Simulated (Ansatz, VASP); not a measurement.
Two plane-wave programs on Si4BW

```
Si B W
1.0
     3.43102    0.00000    0.00000
     0.00000    3.43102    0.00000
     0.00000    0.00000    5.90241
Si B W
4 1 1
Direct
  0.50000 0.50000 0.78163
  0.50000 0.50000 0.21837
  0.50000 0.00000 0.50000
  0.00000 0.50000 0.50000
  0.50000 0.50000 0.50000
  0.00000 0.00000 0.00000
```

Change from the starting cell: species swapped into the RbAlF4 type (P4/mmm, No. 123).

Alike in both runs: task single point; functional PBE; k mesh 6 × 6 × 4; occupations gaussian, width 0.1 eV; no spin polarisation.

|  | VASP | Ansatz |
| --- | --- | --- |
| version | VASP 6.6.1 | Ansatz 0.2.0 |
| potentials or method | VASP PAW PBE potentials, release 64 (Si, B, W_sv), cutoff 520 eV | scalar-relativistic, plane waves, PAW |
| valence electrons in the cell | 33 | 33 |

|  | VASP | Ansatz | Ansatz less VASP |
| --- | --- | --- | --- |
| gap on the k mesh at the Fermi level (eV) | none | none | - |
| rms of the force components (eV/Å) | 3.451 | 3.470 | +0.0190 |

Atom by atom the forces differ by 0.019 eV/Å (rms over components). A gap of «none» marks a metal or a gap that the smearing closes.

Neither program's run includes spin-orbit coupling.
